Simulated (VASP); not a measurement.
Crystal: TiS2.

```
CELL_PARAMETERS angstrom
3.41200 0.00000 0.00000
-1.70600 2.95488 0.00000
0.00000 0.00000 5.69500
ATOMIC_POSITIONS crystal
Ti 0.00000 0.00000 0.00000
S 0.33333 0.66667 0.25000
S 0.66667 0.33333 0.75000
```

Program: VASP 6.6.1. Alike in all runs: task single point; potentials or basis VASP PAW PBE potentials, release 64 (Ti_sv, S); no spin polarisation; cell as given; k mesh 6 × 6 × 4; cutoff (eV) 500; smearing gaussian 0.1 eV.

Task: Order these runs on this cell by their pressure, lowest first.
A. level PBE+U; U Ti d U = 2.0 eV
B. level PBE+U; U Ti d U = 4.0 eV
C. level PBE
D. level PBE+U; U Ti d U = 6.0 eV

Result: C (0.4 GPa), A (2.4 GPa), B (4.4 GPa), D (6.2 GPa).
